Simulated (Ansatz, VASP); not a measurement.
# Zn in VASP and in Ansatz

```
Zn
1.0
    -1.45646    1.45646    1.45646
     1.45646   -1.45646    1.45646
     1.45646    1.45646   -1.45646
Zn
1
Direct
  0.00000 0.00000 0.00000
```

Alike in both runs: task single point; functional PBE; k mesh 8 × 8 × 8; occupations gaussian, width 0.1 eV; no spin polarisation.

|  | VASP | Ansatz |
| --- | --- | --- |
| version | VASP 6.6.1 | Ansatz 0.2.0 |
| potentials or method | VASP PAW PBE potentials, release 64 (Zn), cutoff 500 eV | scalar-relativistic, plane waves, PAW |
| valence electrons in the cell | 12 | 12 |

|  | VASP | Ansatz | Ansatz less VASP |
| --- | --- | --- | --- |
| gap on the k mesh at the Fermi level (eV) | none | none | - |
| pressure (GPa) | 24.8 | 24.2 | -0.60 |

A gap of «none» marks a metal or a gap that the smearing closes. The functional is the same, so the differences come from potentials, cutoffs and numerics.

The k mesh is coarse, so the values compare programs but aren't converged.
